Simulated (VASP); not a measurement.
Here is a VASP 6.6.1 calculation.

Contents of INCAR:

```
SYSTEM = K3TaO3
ALGO = Normal
EDIFF = 1E-6
EDIFFG = -0.08
ENCUT = 600
GGA = PE
IBRION = 2
ISIF = 3
ISMEAR = 0
LASPH = .TRUE.
LCHARG = .FALSE.
LREAL = .FALSE.
LWAVE = .FALSE.
NELM = 60
NSW = 36
PREC = Accurate
SIGMA = 0.15
```

Contents of KPOINTS:

```
k-points
0
G
  2 2 3
  0 0 0
```

POSCAR

```
K3TaO3
1.0
    8.0400000000      0.0000000000      0.0000000000
   -4.0200000000      6.9628442500      0.0000000000
    0.0000000000      0.0000000000      5.2000000000
K Ta O
6 2 6
Direct
    0.0000000000      0.6200000000      0.2500000000
    0.3800000000      0.0000000000      0.7500000000
    0.3800000000      0.3800000000      0.2500000000
    0.6200000000      0.6200000000      0.7500000000
    0.0000000000      0.3800000000      0.7500000000
    0.6200000000      0.0000000000      0.2500000000
    0.0000000000      0.0000000000      0.0000000000
    0.0000000000      0.0000000000      0.5000000000
    0.7980000000      0.0000000000      0.7500000000
    0.2020000000      0.2020000000      0.7500000000
    0.7980000000      0.7980000000      0.2500000000
    0.0000000000      0.2020000000      0.2500000000
    0.2020000000      0.0000000000      0.2500000000
    0.0000000000      0.7980000000      0.7500000000
```

Potentials or basis: VASP PAW PBE potentials, release 64 (K_sv, Ta_pv, O).

The run is started by

```sh
$ cat potpaw_PBE.64/K_sv/POTCAR potpaw_PBE.64/Ta_pv/POTCAR potpaw_PBE.64/O/POTCAR > POTCAR
$ mpirun -np 1 vasp_std > vasp.out
```

(1) Predict the space group after relaxing (to 0.1 Å).

(2) Estimate the band gap on the k mesh.

Results:

(1) P6_3/mcm (No. 193).

(2) zero (bands 56 and 57 overlap by 0.61 eV).

Caveat: the k points lie up to 0.40 Å⁻¹ apart in the final cell, too coarse for converged energies and pressures of a metal; spin-orbit coupling is left out, which moves the levels of the heavy elements.
